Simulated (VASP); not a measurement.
# MoH2 (F-43m) in VASP: a series of runs, part 3 of 3

VASP 6.6.1. Earlier steps stand in the parts before.

## 6. Single point, PBE

The input, INCAR:

```
SYSTEM = MoH2
ALGO     = Normal         ! electronic algorithm
EDIFF    = 1E-6           ! SCF threshold, eV
ENCUT    = 520            ! plane-wave cutoff, eV
GGA      = PE             ! functional
ISIF     = 2              ! what is computed and relaxed
ISMEAR   = 0              ! smearing method
LASPH    = .True.         ! aspherical terms in the spheres
LCHARG   = .False.        ! write CHGCAR
LREAL    = .False.        ! projectors in reciprocal space
LWAVE    = .False.        ! write WAVECAR
NBANDS   = 15             ! bands
NELM     = 100            ! most SCF steps
PREC     = Accurate       ! precision mode
SIGMA    = 0.1            ! smearing width, eV
```

The input, KPOINTS:

```
k-points
0
Gamma
  18 18 18
  0 0 0
```

The input, POSCAR:

```
MoH2
1.0
    0.0000000000      2.1675973090      2.1675973090
    2.1675973090      0.0000000000      2.1675973090
    2.1675973090      2.1675973090      0.0000000000
H Mo
2 1
Direct
    0.2500000000      0.2500000000      0.2500000000
    0.5000000000      0.5000000000      0.5000000000
    0.0000000000      0.0000000000      0.0000000000
```

Potentials or basis: VASP PAW PBE potentials, release 64 (H, Mo_sv).

On the command line:

```console
cat potpaw_PBE.64/H/POTCAR potpaw_PBE.64/Mo_sv/POTCAR > POTCAR
mpirun -np 1 vasp_std > vasp.out
```

OUTCAR:

```text
SYSTEM = MoH2
   EDIFF = 1E-6
   ENCUT = 520
   GGA = PE
   ISIF = 2
   ISMEAR = 0
   LASPH = .True.
   LREAL = .False.
   NELM = 100
   PREC = Accurate

 ion  position               nearest neighbor table
   1  0.250  0.250  0.250-   3 1.88   3 1.88   3 1.88   3 1.88
   2  0.500  0.500  0.500-   3 2.17   3 2.17   3 2.17   3 2.17   3 2.17   3 2.17
   3  0.000  0.000  0.000-   1 1.88   1 1.88   1 1.88   1 1.88   2 2.17   2 2.17   2 2.17   2 2.17
                             2 2.17   2 2.17

  LATTYP: Found a face centered cubic cell.
 ALAT       =     4.3351946180

  Lattice vectors:

 A1 = (   0.0000000000,   2.1675973090,   2.1675973090)
 A2 = (   2.1675973090,   0.0000000000,   2.1675973090)
 A3 = (   2.1675973090,   2.1675973090,   0.0000000000)

Analysis of symmetry for initial positions (statically):
=====================================================================
 Subroutine PRICEL returns:
 Original cell was already a primitive cell.

 Routine SETGRP: Setting up the symmetry group for a
 face centered cubic supercell.

 Subroutine GETGRP returns: Found 24 space group operations
 (whereof 24 operations were pure point group operations)
 out of a pool of 48 trial point group operations.

The static configuration has the point symmetry T_d .

Analysis of symmetry for dynamics (positions and initial velocities):
=====================================================================
 Subroutine PRICEL returns:
 Original cell was already a primitive cell.

 Routine SETGRP: Setting up the symmetry group for a
 face centered cubic supercell.

 Subroutine GETGRP returns: Found 24 space group operations
 (whereof 24 operations were pure point group operations)
 out of a pool of 48 trial point group operations.

The dynamic configuration has the point symmetry T_d .

 Subroutine INISYM returns: Found 24 space group operations
 (whereof 24 operations are pure point group operations),
 and found     1 'primitive' translations

----------------------------------------------------------------------------------------

                                     Primitive cell

  volume of cell :      20.3688

  direct lattice vectors                    reciprocal lattice vectors
     0.000000000  2.167597309  2.167597309    -0.230670152  0.230670152  0.230670152
     2.167597309  0.000000000  2.167597309     0.230670152 -0.230670152  0.230670152
     2.167597309  2.167597309  0.000000000     0.230670152  0.230670152 -0.230670152

  length of vectors
     3.065445512  3.065445512  3.065445512     0.399532422  0.399532422  0.399532422

  position of ions in fractional coordinates (direct lattice)
     0.250000000  0.250000000  0.250000000
     0.500000000  0.500000000  0.500000000
     0.000000000  0.000000000  0.000000000

  ion indices of the primitive-cell ions
   primitive index   ion index
                 1           1
                 2           2
                 3           3

----------------------------------------------------------------------------------------

 KPOINTS: k-points

Automatic generation of k-mesh.
 Grid dimensions read from file:
 generate k-points for:   18   18   18

[... 23 lines left out ...]
  0.166667  0.000000  0.000000      8.000000
  0.222222  0.000000  0.000000      8.000000
  0.277778  0.000000  0.000000      8.000000
[... 16 lines left out ...]
 -0.277778  0.055556  0.000000     24.000000
 -0.222222  0.055556  0.000000     24.000000
 [... further k-points ...]
   k-points           NKPTS =    195   k-points in BZ     NKDIM =    195   number of bands    NBANDS=     15
   number of dos      NEDOS =    301   number of ions     NIONS =      3
   total plane-waves  NPLWV =  13824
   dimension x,y,z NGX =    24 NGY =   24 NGZ =   24
   dimension x,y,z NGXF=    48 NGYF=   48 NGZF=   48
   ions per type =               2   1
   NGX,Y,Z   is equivalent  to a cutoff of  13.02, 13.02, 13.02 a.u.
   NGXF,Y,Z  is equivalent  to a cutoff of  26.03, 26.03, 26.03 a.u.
 SYSTEM =  MoH2
   PREC   = accura    normal or accurate (medium, high low for compatibility)
   ISTART =      0    job   : 0-new  1-cont  2-samecut
   ICHARG =      2    charge: 1-file 2-atom 10-const
   ISPIN  =      1    spin polarized calculation?
   LNONCOLLINEAR =      F non collinear calculations
   LSORBIT =      F    spin-orbit coupling
   LASPH  =      T    aspherical Exc in radial PAW
   ENCUT  =  520.0 eV  38.22 Ry    6.18 a.u.   5.70  5.70  5.70*2*pi/ulx,y,z
   NELM   =    100;   NELMIN=  2; NELMDL= -5     # of ELM steps
   EDIFF  = 0.1E-05   stopping-criterion for ELM
   LREAL  =      F    real-space projection
   EDIFFG = 0.1E-04   stopping-criterion for IOM
   NSW    =      0    number of steps for IOM
   IBRION =     -1    ionic relax: 0-MD 1-quasi-New 2-CG
   NFREE  =      0    steps in history (QN), initial steepest desc. (CG)
   ISIF   =      2    stress and relaxation
   ISYM   =      2    0-nonsym 1-usesym 2-fastsym
   POTIM  = 0.5000    time-step for ionic-motion
   TEBEG  =    0.0;   TEEND  =   0.0 temperature during run
   PSTRESS=    0.0 pullay stress
   NELECT =      16.0000    total number of electrons
   NUPDOWN=      -1.0000    fix difference up-down
   EMIN   =  10.00;   EMAX   =-10.00  energy-range for DOS
   EFERMI =   0.00;   METHOD = LEGACY
   ISMEAR =     0;   SIGMA  =   0.10  broadening in eV -4-tet -1-fermi 0-gaus
   EFERMI_NEDOS =   21; number of points for ismear=-14 and -15
   IALGO  =     38    algorithm
   IMIX   =      4    mixing-type and parameters
     AMIX     =   0.40;   BMIX     =  1.00
     AMIX_MAG =   1.60;   BMIX_MAG =  1.00
  volume/ion in A,a.u.               =       6.79        45.82
  Fermi-wavevector in a.u.,A,eV,Ry     =   1.510519  2.854467 31.043977  2.281668
  Thomas-Fermi vector in A             =   2.620698
   LORBIT       =      0    0 simple, 1 ext, 2 COOP (PROOUT), +10 PAW based schemes
   GGA     = PE    functional components
   LHFCALC =     F    Hartree Fock is set to
   AEXX    =    0.0000 exact exchange contribution
   IVDW    =     0    specifies the selected vdW correction
   LEPSILON=     F    determine dielectric tensor
   LRPA    =     F    only Hartree local field effects (RPA)
 non-spin polarized calculation
 Gauss-broadening in eV      SIGMA  =   0.10
  energy-cutoff  :      520.00
  volume of cell :       20.37
 maximum number of plane-waves:       568
   NGX = 11   NGY = 11   NGZ = 11

 number of electron      15.9999998 magnetization

 Free energy of the ion-electron system (eV)
  ---------------------------------------------------
  ext. energy  EPLUGINS =         0.00000000
  ---------------------------------------------------
  free energy    TOTEN  =       -16.99466482 eV

  energy without entropy =      -16.98917518  energy(sigma->0) =      -16.99192000

 E-fermi :  10.9743     XC(G=0): -12.9798

 val. band max:       10.9737945315   @ k =   0.1111   0.0556   0.0000
 cond. band min:      10.9945792544   @ k =  -0.1667   0.2778   0.1111
 fundamental gap:      0.0207847229
 Fermi energy:        10.9742878382

 k-point     1 :       0.0000    0.0000    0.0000
  band No.  band energies     occupation
      1     -50.3250      2.00000
      2     -24.0993      2.00000
      3     -24.0993      2.00000
      4     -24.0993      2.00000
      5      -1.1244      2.00000
      6       9.1090      2.00000
      7       9.1090      2.00000
      8       9.1090      2.00000
      9      11.3602      0.00000
     10      11.3602      0.00000
     11      12.7558      0.00000
     12      20.4410      0.00000
     13      23.9283      0.00000
     14      23.9283      0.00000
[... 401 lines left out ...]
      2     -24.4458      2.00000
      3     -24.1639      2.00000
      4     -24.1340      2.00000
      5       0.3944      2.00000
      6       6.8501      2.00000
      7       9.2503      2.00000
      8       9.4729      2.00000
      9      10.9639      1.11639
     10      11.6629      0.00000
     11      13.7702      0.00000
     12      20.2416      0.00000
     13      25.3836      0.00000
     14      26.4285      0.00000
     15      27.4878      0.00000

 [... further k-points ...]
[... 5 lines left out ...]
  --------------------------------------------------------------------------------------
  -------------------------------------------------------------------------------------
  Total        0.0208136      0.0208136      0.0208136      0.0000000     -0.0000000      0.0000000
  in kB        1.6371656      1.6371656      1.6371656      0.0000000     -0.0000000      0.0000000
  external PRESSURE =       1.6371656 kB  Pullay stress =       0.0000000 kB

 VOLUME and BASIS-vectors are now :
 -----------------------------------------------------------------------------
  energy-cutoff  :      520.00
  volume of cell :       20.37
      direct lattice vectors                 reciprocal lattice vectors
     0.000000000  2.167597309  2.167597309    -0.230670152  0.230670152  0.230670152
     2.167597309  0.000000000  2.167597309     0.230670152 -0.230670152  0.230670152
     2.167597309  2.167597309  0.000000000     0.230670152  0.230670152 -0.230670152

 POSITION                                       TOTAL-FORCE (eV/Angst)
 -----------------------------------------------------------------------------------
      1.08380      1.08380      1.08380        -0.000000     -0.000000     -0.000000
      2.16760      2.16760      2.16760         0.000000      0.000000      0.000000
      0.00000      0.00000      0.00000        -0.000000     -0.000000     -0.000000
 -----------------------------------------------------------------------------------
    total drift:                                0.000000      0.000000      0.000000

  FREE ENERGIE OF THE ION-ELECTRON SYSTEM (eV)
  ---------------------------------------------------
  free  energy   TOTEN  =       -16.9946648209 eV

  energy  without entropy=      -16.9891751817  energy(sigma->0) =      -16.99192000
```

It used 85 s of CPU time on 1 thread of AMD EPYC 7R13 Processor (Zen 3), with other jobs on the host.

What came out:

* Free energy: -16.9947 eV
* Pressure: 0.2 GPa
* Band gap on the k mesh: zero (band 8 reaches 12.90 eV, above the bottom of band 9 at 9.91 eV)

## 7. Relaxation of cell and atoms, PBE

The input, INCAR:

```
SYSTEM = MoH2
PREC     = Accurate       ! precision mode
ENCUT    = 600            ! plane-wave cutoff, eV
EDIFF    = 1E-6           ! SCF threshold, eV
ISMEAR   = 0              ! smearing method
SIGMA    = 0.1            ! smearing width, eV
LREAL    = .False.        ! projectors in reciprocal space
LASPH    = .True.         ! aspherical terms in the spheres
NELM     = 100            ! most SCF steps
ALGO     = Normal         ! electronic algorithm
ISIF     = 3              ! what is computed and relaxed
LWAVE    = .False.        ! write WAVECAR
LCHARG   = .False.        ! write CHGCAR
GGA      = PE             ! functional
IBRION   = 2              ! ionic algorithm
NSW      = 100            ! ionic steps
EDIFFG   = -0.01          ! ionic threshold
```

The input, KPOINTS:

```
regular mesh
0
Gamma
  18 18 18
  0 0 0
```

The input, POSCAR:

```
MoH2
1.0
    0.0000000000      2.1685352363      2.1685352363
    2.1685352363      0.0000000000      2.1685352363
    2.1685352363      2.1685352363      0.0000000000
H Mo
2 1
Direct
    0.2500000000      0.2500000000      0.2500000000
    0.5000000000      0.5000000000      0.5000000000
    0.0000000000      0.0000000000      0.0000000000
```

On the command line:

```console
cat potpaw_PBE.64/H/POTCAR potpaw_PBE.64/Mo_sv/POTCAR > POTCAR
mpirun -np 1 vasp_std > vasp.out
```

It used 77 s of CPU time on 1 thread of AMD EPYC 7R13 Processor (Zen 3) (shared host).

The run converged. Its results:

```
Free energy             : -16.9958 eV
Pressure after relaxing : -0.1 GPa
Band gap on the k mesh  : zero (band 8 reaches 12.88 eV, above the bottom of band 9 at 9.89 eV)
```

Final structure:
```xyz
3
Lattice="0.0000 2.1685 2.1685 2.1685 0.0000 2.1685 2.1685 2.1685 0.0000" Properties=species:S:1:pos:R:3 pbc="T T T"
H     1.0843    1.0843    1.0843
H     2.1685    2.1685    2.1685
Mo    0.0000    0.0000    0.0000
```

Levels at points of the mesh, in eV from the Fermi level:
| k point | band 4 | band 5 | band 6 | band 7 | band 8 | band 9 | band 10 | band 11 | band 12 |
| --- | --- | --- | --- | --- | --- | --- | --- | --- | --- |
| (0.00, 0.00, 0.00) | -35.08 | -12.09 | -1.86 | -1.86 | -1.86 | 0.38 | 0.38 | 1.78 | 9.46 |
| (0.50, 0.00, 0.00) | -35.16 | -8.64 | -5.61 | -2.12 | -2.12 | 1.89 | 1.89 | 3.05 | 6.33 |
| (0.50, 0.50, 0.00) | -35.32 | -8.52 | -7.73 | -1.26 | 1.92 | 2.33 | 2.33 | 6.44 | 7.39 |

Caveat: the relaxation stopped at its first step, so nothing moved.

## 8. Overview

| task | spin | cell | k mesh | cutoff (eV) | gap on the mesh (eV) | pressure (GPa) |
| --- | --- | --- | --- | --- | --- | --- |
| single point | off | a = 3.067 Å, angles 60.0°, 3 atoms | 6 × 6 × 6 | 520 | none | 0.2 |
| single point | off | a = 3.526 Å, angles 60.0°, 3 atoms | 6 × 6 × 6 | 520 | none | -38.5 |
| single point | collinear, ferromagnetic start | a = 3.067 Å, angles 60.0°, 3 atoms | 6 × 6 × 6 | 520 | none | 0.2 |
| relaxation of cell and atoms | off | relaxed from a = 3.526 Å, angles 60.0°, 3 atoms | 6 × 6 × 6 | 600 | none | -0.5 |
| single point | off | a = 3.065 Å, angles 60.0°, 3 atoms | 18 × 18 × 18 | 520 | none | 0.2 |
| relaxation of cell and atoms | off | relaxed from a = 3.067 Å, angles 60.0°, 3 atoms | 18 × 18 × 18 | 600 | none | -0.1 |

Alike in all rows: level PBE; potentials or basis VASP PAW PBE potentials, release 64 (H, Mo_sv); smearing gaussian 0.1 eV.

Caveats: some runs use coarse meshes; the relaxation stopped at its first step, so nothing moved (some runs).

Absolute energies hang on the potentials; compare differences alone.
